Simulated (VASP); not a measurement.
# ScGaCl6 (P1) in VASP: single point with PBEsol

Aim: the single point of ScGaCl6 with PBEsol.

Everything below comes from runs of VASP 6.6.1. Logs are shortened: lines on timing, memory, paths and dates and some standing lists are left out, and cuts for length are marked.

## (1) The cell of the first run

The typed cell holds 8 atoms: a = 7.111 Å, b = 7.129 Å, c = 7.102 Å, α = 112.22°, β = 112.17°, γ = 112.20°.

## (2) Single point, PBEsol

Contents of INCAR:

```
PREC = Accurate
ENCUT = 520
EDIFF = 1E-6
ISMEAR = -1
SIGMA = 0.05
LREAL = False
LASPH = True
NELM = 80
ALGO = Normal
ISIF = 2
LWAVE = False
LCHARG = False
GGA = PS
NBANDS = 43
```

Contents of KPOINTS:

```
Automatic mesh
0
Gamma
  4 4 4
```

Contents of POSCAR:

```
ScGaCl6
1.0
    5.9042135896      3.4045190586      2.0293642336
   -5.9153748336      3.4149500286      2.0423831498
    0.0034267787     -6.8090596514      2.0203613884
Sc Ga Cl
1 1 6
Direct
    0.0075405248     -0.0023210653      0.0071834033
    0.5073771386      0.4977145537      0.5069822672
    0.4351737555      0.2519730427      0.1148515406
    0.2630786404      0.1074350507      0.4362830153
    0.8997878184      0.5708480555      0.7530576971
    0.7519369548      0.8882557103      0.5782057360
    0.5801180908      0.7435997991      0.8995878326
    0.1148710591      0.4243803831      0.2608972728
```

Potentials or basis: VASP PAW PBE potentials, release 64 (Sc_sv, Ga_d, Cl).

Run with:

```console
$ cat potpaw_PBE.64/Sc_sv/POTCAR potpaw_PBE.64/Ga_d/POTCAR potpaw_PBE.64/Cl/POTCAR > POTCAR
$ mpirun -np 1 vasp_std > vasp.out
```

OUTCAR:

```text
PREC = Accurate
   ENCUT = 520
   EDIFF = 1E-6
   ISMEAR = -1
   LREAL = False
   LASPH = True
   NELM = 80
   ISIF = 2
   GGA = PS

 ion  position               nearest neighbor table
   1  0.008  0.998  0.007-   7 2.48   4 2.48   5 2.48   8 2.48   6 2.48   3 2.48   2 3.05   2 3.05

   2  0.507  0.498  0.507-   3 2.37   8 2.38   5 2.38   4 2.38   6 2.38   7 2.38   1 3.05   1 3.05

   3  0.435  0.252  0.115-   2 2.37   1 2.48
   4  0.263  0.107  0.436-   2 2.38   1 2.48
   5  0.900  0.571  0.753-   2 2.38   1 2.48
   6  0.752  0.888  0.578-   2 2.38   1 2.48
   7  0.580  0.744  0.900-   2 2.38   1 2.48
   8  0.115  0.424  0.261-   2 2.38   1 2.48

  LATTYP: Found a triclinic cell.
 ALAT       =     7.1111748203
 B/A-ratio  =     1.6587436349
 C/A-ratio  =     1.0025286476
 COS(alpha) =     0.0000965318
 COS(beta)  =     0.3778282021
 COS(gamma) =     0.8301088292

  Lattice vectors:

 A1 = (  -5.9042135896,  -3.4045190586,  -2.0293642336)
 A2 = (  -5.9007868109, -10.2135787100,  -0.0090028452)
 A3 = (  -5.9153748336,   3.4149500286,   2.0423831498)

Analysis of symmetry for initial positions (statically):
=====================================================================
 Subroutine PRICEL returns:
 Original cell was already a primitive cell.

 Routine SETGRP: Setting up the symmetry group for a
 triclinic supercell.

 Subroutine GETGRP returns: Found  1 space group operations
 (whereof  1 operations were pure point group operations)
 out of a pool of  2 trial point group operations.

The static configuration has the point symmetry C_1 .

Analysis of symmetry for dynamics (positions and initial velocities):
=====================================================================
 Subroutine PRICEL returns:
 Original cell was already a primitive cell.

 Routine SETGRP: Setting up the symmetry group for a
 triclinic supercell.

 Subroutine GETGRP returns: Found  1 space group operations
 (whereof  1 operations were pure point group operations)
 out of a pool of  2 trial point group operations.

The dynamic configuration has the point symmetry C_1 .

 Subroutine INISYM returns: Found  1 space group operations
 (whereof  1 operations are pure point group operations),
 and found     1 'primitive' translations

----------------------------------------------------------------------------------------

[... 103 lines left out ...]
   NELM   =     80;   NELMIN=  2; NELMDL= -5     # of ELM steps
   EDIFF  = 0.1E-05   stopping-criterion for ELM
   LREAL  =      F    real-space projection
   EDIFFG = 0.1E-04   stopping-criterion for IOM
   NSW    =      0    number of steps for IOM
   IBRION =     -1    ionic relax: 0-MD 1-quasi-New 2-CG
   NFREE  =      0    steps in history (QN), initial steepest desc. (CG)
   ISIF   =      2    stress and relaxation
   ISYM   =      2    0-nonsym 1-usesym 2-fastsym
   POTIM  = 0.5000    time-step for ionic-motion
   TEBEG  =    0.0;   TEEND  =   0.0 temperature during run
   PSTRESS=    0.0 pullay stress
   NELECT =      66.0000    total number of electrons
   NUPDOWN=      -1.0000    fix difference up-down
   EMIN   =  10.00;   EMAX   =-10.00  energy-range for DOS
   EFERMI =   0.00;   METHOD = LEGACY
   ISMEAR =    -1;   SIGMA  =   0.05  broadening in eV -4-tet -1-fermi 0-gaus
   EFERMI_NEDOS =   21; number of points for ismear=-14 and -15
   IALGO  =     38    algorithm
   IMIX   =      4    mixing-type and parameters
     AMIX     =   0.40;   BMIX     =  1.00
     AMIX_MAG =   1.60;   BMIX_MAG =  1.00
  volume/ion in A,a.u.               =      30.66       206.90
  Fermi-wavevector in a.u.,A,eV,Ry     =   1.056917  1.997283 15.198695  1.117073
  Thomas-Fermi vector in A             =   2.192170
   LORBIT       =      0    0 simple, 1 ext, 2 COOP (PROOUT), +10 PAW based schemes
   GGA     = PS    functional components
   LHFCALC =     F    Hartree Fock is set to
   AEXX    =    0.0000 exact exchange contribution
   IVDW    =     0    specifies the selected vdW correction
   LEPSILON=     F    determine dielectric tensor
   LRPA    =     F    only Hartree local field effects (RPA)
 non-spin polarized calculation
  energy-cutoff  :      520.00
  volume of cell :      245.27
 maximum number of plane-waves:      6645
 NGX is ok and might be reduce to    54
   NGX = 27   NGY = 27   NGZ = 27

 number of electron      65.9999995 magnetization

 Free energy of the ion-electron system (eV)
  ---------------------------------------------------
  ext. energy  EPLUGINS =         0.00000000
  ---------------------------------------------------
  free energy    TOTEN  =       -34.27471812 eV

  energy without entropy =      -34.27471812  energy(sigma->0) =      -34.27471812

 E-fermi :  -0.1594     XC(G=0):  -7.4669

 val. band max:       -1.4407178856   @ k =   0.5000   0.5000  -0.0000
 cond. band min:       1.8528135779   @ k =   0.0000   0.0000   0.0000
 fundamental gap:      3.2935314635
 Fermi energy:        -0.1593703639

 k-point     1 :       0.0000    0.0000    0.0000
  band No.  band energies     occupation
      1     -49.5316      2.00000
      2     -28.3271      2.00000
      3     -28.2312      2.00000
      4     -28.2311      2.00000
      5     -15.6093      2.00000
      6     -15.4526      2.00000
[... 1093 lines left out ...]
     42       6.4404      0.00000
     43       7.1629      0.00000

 [... further k-points ...]
[... 5 lines left out ...]
  --------------------------------------------------------------------------------------
  -------------------------------------------------------------------------------------
  Total        0.0483837      0.0536374      0.0781627      0.0015095     -0.0037000      0.0007631
  in kB        0.3160554      0.3503739      0.5105797      0.0098607     -0.0241693      0.0049846
  external PRESSURE =       0.3923363 kB  Pullay stress =       0.0000000 kB

 VOLUME and BASIS-vectors are now :
 -----------------------------------------------------------------------------
  energy-cutoff  :      520.00
  volume of cell :      245.27
      direct lattice vectors                 reciprocal lattice vectors
     5.904213590  3.404519059  2.029364234     0.084829171  0.048755010  0.164171165
    -5.915374834  3.414950029  2.042383150    -0.084381826  0.048606184  0.163956591
     0.003426779 -6.809059651  2.020361388     0.000094405 -0.098108253  0.164314529

 POSITION                                       TOTAL-FORCE (eV/Angst)
 -----------------------------------------------------------------------------------
     -5.85710      3.38378      2.06746         0.001753      0.002142     -0.002417
      0.05323     -0.02503      3.07046        -0.000467     -0.000343      0.006537
      1.07924      1.56000      1.62979         0.006530      0.014064      0.011094
      0.91925     -1.70814      1.63476         0.008630     -0.015797      0.012869
      1.93834     -0.11485      4.51334         0.020028      0.000258     -0.012211
     -0.81279      1.65630      4.50830        -0.008004      0.016356     -0.015817
     -0.97045     -1.61097      4.51348        -0.011407     -0.017566     -0.017025
     -1.83125      0.06385      1.62697        -0.017064      0.000886      0.016970
 -----------------------------------------------------------------------------------
    total drift:                                0.000256      0.000075      0.001307

  FREE ENERGIE OF THE ION-ELECTRON SYSTEM (eV)
  ---------------------------------------------------
  free  energy   TOTEN  =       -34.2747181165 eV

  energy  without entropy=      -34.2747181165  energy(sigma->0) =      -34.27471812
```

stdout:

```text
POSCAR found type information on POSCAR ScGaCl
 POSCAR found :  3 types and       8 ions
 scaLAPACK will be used
 -----------------------------------------------------------------------------
|                                                                             |
|                                                                             |
|     You enforced a specific xc type in the INCAR file but a different       |
|     I HOPE YOU KNOW WHAT YOU ARE DOING!                                     |
|                                                                             |
 -----------------------------------------------------------------------------

 LDA part: xc-table for (Slater+PW92), standard interpolation
 POSCAR, INCAR and KPOINTS ok, starting setup
 FFT: planning ... GRIDC
 FFT: planning ... GRID_SOFT
 FFT: planning ... GRID
 WAVECAR not read
 entering main loop
```

Run time: 10 min. Hardware: 1 thread of Intel Xeon Platinum 8375C at 2.90GHz (Ice Lake), shared host; peak memory 0.6 GiB.

What came out:

| Item | Value |
| --- | --- |
| Free energy | -34.2747 eV |
| Pressure | 0.0 GPa |
| Largest force | 0.027 eV/Å |
| Band gap on the k mesh | 3.29 eV, indirect (the least direct gap lies 4.6 meV higher) |

Forces in eV/Å, atoms in the order of the input:
```
Sc   0.002  0.002 -0.002
Ga   0.000  0.000  0.007
Cl   0.007  0.014  0.011
Cl   0.009 -0.016  0.013
Cl   0.020  0.000 -0.012
Cl  -0.008  0.016 -0.016
Cl  -0.011 -0.018 -0.017
Cl  -0.017  0.001  0.017
```

Levels at points of the mesh, in eV from the valence-band top:
```tsv
k point	band 29	band 30	band 31	band 32	band 33	band 34	band 35	band 36	band 37	band 38
(0.00, 0.00, 0.00)	-0.60	-0.45	-0.44	-0.41	-0.12	3.29	3.96	3.97	3.97	5.54
(0.50, 0.00, 0.00)	-0.66	-0.49	-0.40	-0.39	-0.20	3.79	3.86	3.88	4.03	5.43
(0.00, 0.50, 0.00)	-0.65	-0.49	-0.40	-0.39	-0.20	3.79	3.86	3.88	4.03	5.43
(0.50, 0.50, 0.00)	-0.78	-0.73	-0.64	-0.45	0.00	3.30	3.97	4.05	4.16	5.47
(0.00, 0.00, 0.50)	-0.65	-0.49	-0.40	-0.39	-0.21	3.80	3.86	3.88	4.03	5.43
(0.50, 0.00, 0.50)	-0.78	-0.73	-0.64	-0.45	0.00	3.30	3.97	4.05	4.17	5.47
(0.00, 0.50, 0.50)	-0.78	-0.72	-0.64	-0.45	0.00	3.30	3.97	4.05	4.17	5.47
(0.50, 0.50, 0.50)	-0.73	-0.51	-0.48	-0.48	-0.38	3.85	3.85	3.85	4.13	5.44
```

Caveat: the PAW data sets were made with another functional, which shifts forces and pressure a little. A k mesh can miss the band edges.
